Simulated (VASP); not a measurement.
RbP2:

```
Rb P
1.0
     4.23048    0.00000    0.00000
    -2.11524    3.66370    0.00000
     0.00000    0.00000    4.56779
Rb P
1 2
Direct
  0.00000 0.00000 0.00000
  0.33333 0.66667 0.50000
  0.66667 0.33333 0.50000
```

* Program: VASP 6.6.1
* Task: relaxation of cell and atoms
* Functional: PBE
* Potentials or basis: VASP PAW PBE potentials, release 64 (Rb_sv, P)
* Cutoff: 600 eV
* k mesh: 6 × 6 × 4
* Occupations: gaussian, width 0.1 eV
* Spin: no spin polarisation

At the start: pressure 4.8 GPa; volume 23.60 Å³/atom.

Task: How do energy, volume and symmetry change on relaxing?

Result: Over 8 steps the energy falls by 116.4 meV/atom and the volume is 27.41 Å³/atom (+16.2 %); space group P6/mmm (No. 191, to 0.05 Å).

Step by step:
```csv
step,energy change (eV),largest force (eV/Å),pressure (GPa),volume (Å³)
1,0.0000,0.0000,4.79,70.80
2,-0.2331,0.0000,0.58,78.20
3,-0.2798,0.0000,-1.40,83.41
4,-0.2803,0.0000,-1.67,84.25
5,-0.3478,0.0000,-0.39,82.87
6,-0.3487,0.0000,-0.22,82.70
7,-0.3487,0.0000,-0.18,82.66
8,-0.3491,0.0000,-0.03,82.23
```

Final structure:
```cif
data_structure
_symmetry_space_group_name_H-M 'P 1'
_symmetry_Int_Tables_number 1
_cell_length_a 4.2122
_cell_length_b 4.2122
_cell_length_c 5.3518
_cell_angle_alpha 90.000
_cell_angle_beta 90.000
_cell_angle_gamma 120.000
_cell_volume 82.23
loop_
_atom_site_label
_atom_site_type_symbol
_atom_site_fract_x
_atom_site_fract_y
_atom_site_fract_z
_atom_site_occupancy
Rb1 Rb 0.00000 0.00000 0.00000 1
P1 P 0.33333 0.66667 0.50000 1
P2 P 0.66667 0.33333 0.50000 1
```

Caveat: the volume moved by over 15 % at a fixed basis, so the end points are rough.
